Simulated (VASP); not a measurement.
Crystal: Au.

```
Au
1.0
     0.00000    2.03500    2.03500
     2.03500    0.00000    2.03500
     2.03500    2.03500    0.00000
Au
1
Direct
  0.00000 0.00000 0.00000
```

| Quantity | Value |
| --- | --- |
| Program | VASP 6.6.1 |
| Task | relaxation of cell and atoms |
| Functional | PBE |
| Potentials or basis | VASP PAW PBE potentials, release 64 (Au) |
| Cutoff | 600 eV |
| k mesh | 13 × 13 × 13 |
| Occupations | fermi-dirac, width 0.1 eV |
| Spin | no spin polarisation |

At the start: pressure 10.4 GPa; volume 16.85 Å³/atom.

Q: Where does the relaxation end?

A: Over 4 steps the energy falls by 32.3 meV/atom and the volume is 17.93 Å³/atom (+6.4 %); space group Fm-3m (No. 225, to 0.05 Å).

Step by step:
```csv
step,energy change (eV),largest force (eV/Å),pressure (GPa),volume (Å³)
1,0.0000,0.0000,10.37,16.85
2,0.0259,0.0000,-9.67,19.66
3,-0.0323,0.0000,-0.20,17.96
4,-0.0323,0.0000,-0.04,17.93
```

Final structure:
```xyz
1
Lattice="0.0000 2.0775 2.0775 2.0775 0.0000 2.0775 2.0775 2.0775 0.0000" Properties=species:S:1:pos:R:3 pbc="T T T"
Au    0.0000    0.0000    0.0000
```
